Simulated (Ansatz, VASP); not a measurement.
# One calculation of ZnS, two programs

POSCAR

```
ZnS
1.0
    0.0959094557      2.7899952900      2.7899952900
    2.7899952900      0.0959094557      2.7899952900
    2.7899952900      2.7899952900      0.0959094557
Zn S
1 1
Direct
    0.0021574035      0.0021574035      0.0021574035
    0.2478425965      0.2478425965      0.2478425965
```

File INCAR.step1:

```
SYSTEM = ZnS
ALGO     = Normal         ! electronic algorithm
EDIFF    = 1E-4           ! SCF threshold, eV
ENCUT    = 520            ! plane-wave cutoff, eV
GGA      = PE             ! functional
ISMEAR   = 0              ! smearing method
LASPH    = .TRUE.         ! aspherical terms in the spheres
LCHARG   = .FALSE.        ! write CHGCAR
LREAL    = .FALSE.        ! projectors in reciprocal space
LWAVE    = .TRUE.         ! write WAVECAR
NBANDS   = 16             ! bands
NELM     = 100            ! most SCF steps
PREC     = Accurate       ! precision mode
SIGMA    = 0.01           ! smearing width, eV
```

Contents of INCAR.step2:

```
SYSTEM = ZnS
ALGO     = Normal         ! electronic algorithm
EDIFF    = 1E-7           ! SCF threshold, eV
ENCUT    = 520            ! plane-wave cutoff, eV
ISIF     = 2              ! what is computed and relaxed
ISMEAR   = 0              ! smearing method
ISTART   = 1            
LASPH    = .TRUE.         ! aspherical terms in the spheres
LCHARG   = .FALSE.        ! write CHGCAR
LMIXTAU  = .TRUE.       
LREAL    = .FALSE.        ! projectors in reciprocal space
LWAVE    = .FALSE.        ! write WAVECAR
METAGGA  = R2SCAN         ! meta-GGA
NBANDS   = 16             ! bands
NELM     = 100            ! most SCF steps
PREC     = Accurate       ! precision mode
SIGMA    = 0.01           ! smearing width, eV
```

Contents of KPOINTS:

```
k-points
0
G
  8 8 8
  0 0 0
```

Input for Ansatz:

```yaml
crystal:
  lattice:
    - [0.0959094557, 2.78999529, 2.78999529]
    - [2.78999529, 0.0959094557, 2.78999529]
    - [2.78999529, 2.78999529, 0.0959094557]
  atoms:
    - { symbol: Zn, position: [0.0021574035, 0.0021574035, 0.0021574035] }
    - { symbol: S, position: [0.2478425965, 0.2478425965, 0.2478425965] }
kpoints:
  mp_grid: { grid: [8, 8, 8] }
  band_path:
    path:
      - [0.0, 0.0, 0.0]
      - [-0.5, -0.5, 0.0]
      - [-0.375, -0.375, 0.25]
      - [-0.375, 0.0, 0.375]
      - [0.0, 0.0, 0.5]
      - [-0.5, -0.25, 0.25]
    npoints: 1
hamiltonian:
  xc: r2scan
scf:
  occupations: { method: fixed }
  n_extra_bands: 4
output:
  forces: true
  stress: true
  eigenvalues: true
```

Change from the starting cell: shear_111 strain +5.3%.

Alike in both runs: task single point; functional r2SCAN; k mesh 8 × 8 × 8; no spin polarisation.

|  | VASP | Ansatz |
| --- | --- | --- |
| version | VASP 6.6.1 | Ansatz 0.2.0 |
| potentials or method | VASP PAW PBE potentials, release 64 (Zn, S) | plane waves, PAW |
| plane-wave cutoff (eV) | 520 | 500 |
| occupations | gaussian, width 0.01 eV | fixed |
| valence electrons in the cell | 18 | 18 |

Ansatz gave:

| Quantity | Value |
| --- | --- |
| gap on the k mesh at the Fermi level (eV) | 2.32 |
| pressure (GPa) | -3.6 |
| traceless stress, the component that is largest in VASP (GPa) | -1.71 |
| rms of the force components (eV/Å) | 0.004 |

Q: Estimate VASP's values.

A: gap on the k mesh at the Fermi level (eV): 2.33; pressure (GPa): -3.5; traceless stress, the component that is largest in VASP (GPa): -1.72; rms of the force components (eV/Å): 0.007.

VASP's potentials were made for PBE, not for r2SCAN. Atom by atom the forces differ by 0.002 eV/Å (rms over components).
